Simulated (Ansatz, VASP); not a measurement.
# NiO in VASP and in Ansatz

```
Ni O
1.0
     0.00000    2.08590    2.08590
     2.08590    0.00000    2.08590
     2.08590    2.08590    0.00000
Ni O
1 1
Direct
  0.00000 0.00000 0.00000
  0.50000 0.50000 0.50000
```

Alike in both runs: task single point; functional PBE; k mesh 11 × 11 × 11; occupations gaussian, width 0.02 eV; collinear spin.

|  | VASP | Ansatz |
| --- | --- | --- |
| version | VASP 6.6.1 | Ansatz 0.2.0 |
| potentials or method | VASP PAW PBE potentials, release 64 (Ni, O), cutoff 520 eV | all-electron LAPW, scalar-relativistic |

```csv
,VASP,Ansatz,Ansatz less VASP
gap on the k mesh at the Fermi level (eV),none,none,-
pressure (GPa),6.1,6.6,+0.55
net moment per atom (μB),0.89,0.91,+0.020
size of the moment on the site where the two differ most (μB),1.46,1.51,+0.050
```

Site moments also hang on the region over which each program counts them. A gap of «none» marks a metal or a gap that the smearing closes. Ansatz ran all-electron here, and VASP with PAW potentials.
